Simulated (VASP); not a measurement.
# HC12: single point with LDA

The system is HC12, a slab with vacuum.

```xyz
26
Lattice="4.8893 0.0000 0.0000 -2.4446 6.7739 0.0000 0.0000 0.0000 22.7684" Properties=species:S:1:pos:R:3 pbc="T T T"
C     1.2223    2.0604    4.0000
C     0.0000    5.4473    4.0000
C     3.6669    2.0604    4.0000
C     2.4446    5.4473    4.0000
C     0.0000    2.2089    4.6899
C    -1.2223    5.5958    4.6899
C     2.4446    2.2089    4.6899
C     1.2223    5.5958    4.6899
C     0.0000    2.5015    6.0706
C    -1.2223    5.8884    6.0706
C     2.4446    2.5015    6.0706
C     1.2223    5.8884    6.0706
C     1.2223    2.6576    6.7406
C     0.0000    6.0446    6.7406
C     3.6669    2.6576    6.7406
C     2.4446    6.0446    6.7406
C     1.2223    3.0017    8.1764
C     0.0000    6.3887    8.1764
C     3.6669    3.0017    8.1764
C     2.4446    6.3887    8.1764
C     0.0000    3.1526    8.7684
C    -1.2223    6.5396    8.7684
C     2.4446    3.1526    8.7684
C     1.2223    6.5396    8.7684
H    -1.0219    5.9841    9.5384
H    -1.4228    7.0950    9.5384
```

```
Program             : VASP 6.6.1
Task                : single point
Functional          : LDA
Potentials or basis : VASP PAW LDA potentials, release 64 (C, H)
Cutoff              : 520 eV
k mesh              : 6 × 4 × 1
Occupations         : gaussian, width 0.05 eV
Spin                : no spin polarisation
```

```
Largest force          : 7.418 eV/Å
Band gap on the k mesh : zero (band 49 reaches -3.25 eV, above the bottom of band 50 at -3.27 eV)
```

Forces on the atoms (eV/Å):
```
C    0.006  0.303  1.763
C    0.308  0.348  1.924
C   -0.003  0.279  1.758
C   -0.307  0.336  1.923
C    0.006 -0.691 -3.391
C    0.000 -0.783 -3.599
C   -0.006 -0.690 -3.378
C   -0.001 -0.631 -3.127
C   -0.018  0.398  1.499
C   -0.022  0.365  1.279
C    0.012  0.396  1.492
C    0.021  0.280  1.195
C    0.012 -0.003  0.095
C    0.487  0.158  1.076
C   -0.007  0.068  0.071
C   -0.553  0.239  1.018
C    0.004 -0.103 -0.292
C    3.528  0.399 -3.415
C    0.005 -0.118 -0.368
C   -3.366 -1.361 -3.271
C   -0.021  0.203  0.374
C   -0.336  0.226 -4.626
C    0.012  0.177  0.312
C    0.107  0.047  0.234
H    0.523 -5.485  4.966
H   -0.390  5.639  4.489
```

Levels at points of the mesh, in eV from the Fermi level:
```tsv
k point	band 45	band 46	band 47	band 48	band 49	band 50	band 51	band 52	band 53	band 54
(0.00, 0.00, 0.00)	-0.60	-0.43	-0.30	-0.27	-0.26	0.17	0.35	0.63	0.67	0.74
(0.50, 0.00, 0.00)	-1.44	-0.20	-0.14	-0.09	-0.04	0.00	0.07	0.11	1.16	2.79
(0.00, 0.50, 0.00)	-0.46	-0.42	-0.40	-0.29	-0.27	0.28	0.40	0.55	0.81	0.82
(0.50, 0.50, 0.00)	-1.44	-0.21	-0.15	-0.10	-0.04	0.00	0.07	0.11	1.17	2.78
```

It took 17 min on 1 thread of Intel(R) Xeon(R) 6975P-C (Granite Rapids), on a shared host, peak memory 0.81 GiB.
